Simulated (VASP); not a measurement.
Set up this calculation in VASP 6.6.1, as the native input.

| Item | Value |
| --- | --- |
| Task | single point |
| Functional | PBE |
| Potentials or basis | VASP PAW PBE potentials, release 64 (Si, Mo_sv) |
| Cutoff | 520 eV |
| k mesh | 20 × 20 × 20 |
| Occupations | fermi-dirac, width 0.05 eV |
| Spin | no spin polarisation |
| Dipole correction | no |
| Further INCAR settings | ALGO = Normal; EDIFF = 1e-07; NBANDS = 18 |

The structure of Si2Mo lies in POSCAR:

```
Si2Mo
1.0
   -1.5673377739      1.5673377739      3.8502632003
    1.5673377739     -1.5673377739      3.8502632003
    1.5673377739      1.5673377739     -3.8502632003
Si Mo
2 1
Direct
    0.3340646107      0.3340646107      0.0000000000
    0.6659353893      0.6659353893      0.0000000000
    0.0000000000      0.0000000000      0.0000000000
```

These files were run (other wordings do the same):

INCAR

```
SYSTEM = Si2Mo
ALGO = Normal
EDIFF = 1E-7
ENCUT = 520
GGA = PE
ISIF = 2
ISMEAR = -1
LASPH = .TRUE.
LCHARG = .FALSE.
LREAL = .FALSE.
LWAVE = .FALSE.
NBANDS = 18
NELM = 80
PREC = Accurate
SIGMA = 0.05
```

KPOINTS

```
k-points
0
G
  20 20 20
  0 0 0
```

Potentials or basis: VASP PAW PBE potentials, release 64 (Si, Mo_sv).

The run is started by

```sh
$ cat potpaw_PBE.64/Si/POTCAR potpaw_PBE.64/Mo_sv/POTCAR > POTCAR
$ mpirun -np 1 vasp_std > vasp.out
```

Results of the run:

```yaml
Pressure: 18.0 GPa
Largest_force: 0.006 eV/Å
Band_gap_on_the_k_mesh: zero (bands 11 and 12 overlap by 1.03 eV)
```

Caveat: the cell stands under pressure.

Run time: 9 min on 1 thread of Oxide Virtual Turin-like Processor, on a shared host, peak memory 0.49 GiB.
